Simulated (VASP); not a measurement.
Wanted: the native input for a VASP 6.6.1 run.

| Item | Value |
| --- | --- |
| Task | single point |
| Functional | LDA |
| Potentials or basis | VASP PAW LDA potentials, release 64 (Ag) |
| Cutoff | 520 eV |
| k mesh | 10 × 10 × 6 |
| Occupations | gaussian, width 0.05 eV |
| Spin | no spin polarisation |
| Dipole correction | no |
| Further INCAR settings | ALGO = Fast; EDIFF = 1e-07; NBANDS = 18 |

The structure of Ag lies in POSCAR:

```
Ag
1.0
    2.9300000000      0.0000000000      0.0000000000
   -1.4650000000      2.5374544331      0.0000000000
    0.0000000000      0.0000000000      4.7900000000
Ag
2
Direct
    0.6666666667      0.3333333333      0.7500000000
    0.3333333333      0.6666666667      0.2500000000
```

This isn't the form of Ag at room conditions, which is fcc.

The input as run:

INCAR

```
PREC     = Accurate       # precision mode
ENCUT    = 520            # plane-wave cutoff, eV
EDIFF    = 1E-7           # SCF threshold, eV
ISMEAR   = 0              # smearing method
SIGMA    = 0.05           # smearing width, eV
LREAL    = F              # projectors in reciprocal space
LASPH    = T              # aspherical terms in the spheres
NELM     = 80             # most SCF steps
ALGO     = Fast           # electronic algorithm
ISIF     = 2              # what is computed and relaxed
LWAVE    = F              # write WAVECAR
LCHARG   = T              # write CHGCAR
GGA      = CA             # functional
LELF     = T              # ELF
LVHAR    = T            
NBANDS   = 18             # bands
```

KPOINTS

```
regular mesh
0
Gamma
  10 10 6
```

Potentials or basis: VASP PAW LDA potentials, release 64 (Ag).

Run with:

```sh
$ cat potpaw_LDA.64/Ag/POTCAR > POTCAR
$ mpirun -np 1 vasp_std > vasp.out
```

It gave:

* Pressure: -10.3 GPa
* Band gap on the k mesh: zero (bands 11 and 12 overlap by 6.33 eV)

Caveat: the cell stands under tension.

It took 19 s on 1 thread of AMD EPYC 9R45 96-Core Processor (Zen 5), on a shared host, peak memory 0.12 GiB.
